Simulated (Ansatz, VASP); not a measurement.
# Ta in VASP and in Ansatz

The input INCAR:

```
ALGO = Fast
EDIFF = 1E-6
ENCUT = 520
GGA = CA
ISIF = 2
ISMEAR = 0
LASPH = True
LCHARG = False
LREAL = False
LWAVE = False
NBANDS = 18
NELM = 100
PREC = Accurate
SIGMA = 0.15
```

The input KPOINTS:

```
k-points
0
Gamma
  18 18 10
```

POSCAR

```
Ta
1.0
    2.9003720726      0.0000000000      0.0000000000
   -1.4501860363      2.5117958953      0.0000000000
    0.0000000000      0.0000000000      5.1662740000
Ta
2
Direct
    0.6666666667      0.3333333333      0.7500000000
    0.3333333333      0.6666666667      0.2500000000
```

Input for Ansatz:

```yaml
crystal:
  lattice:
    - [2.9003720726, 0.0, 0.0]
    - [-1.4501860363, 2.5117958953, 0.0]
    - [0.0, 0.0, 5.166274]
  atoms:
    - { symbol: Ta, position: [0.6666666667, 0.3333333333, 0.75] }
    - { symbol: Ta, position: [0.3333333333, 0.6666666667, 0.25] }
basis:
  ecutwfc: 420
kpoints:
  mp_grid: { grid: [18, 18, 10] }
hamiltonian:
  xc: lda
scf:
  occupations: { method: gaussian, width: 0.15 }
output:
  forces: true
  stress: true
  eigenvalues: true
```

Alike in both runs: task single point; functional LDA; k mesh 18 × 18 × 10; occupations gaussian, width 0.15 eV; no spin polarisation.

|  | VASP | Ansatz |
| --- | --- | --- |
| version | VASP 6.6.1 | Ansatz 0.2.0 |
| potentials or method | VASP PAW LDA potentials, release 64 (Ta_pv), cutoff 520 eV | scalar-relativistic, plane waves, PAW |
| valence electrons in the cell | 22 | 26 |

|  | VASP | Ansatz | Ansatz less VASP |
| --- | --- | --- | --- |
| gap on the k mesh at the Fermi level (eV) | none | none | - |
| pressure (GPa) | -11.2 | -11.8 | -0.59 |
| traceless stress, the component that is largest in VASP (GPa) | 1.00 | 0.99 | -0.002 |

LDA's correlation is that of Perdew and Zunger in VASP and of Perdew and Wang (1992) in Ansatz. A gap of «none» marks a metal or a gap that the smearing closes. VASP's potentials hold 22 valence electrons a cell and Ansatz's 26, so a difference there can come from the potentials and not from the codes.

Spin-orbit coupling is off throughout.
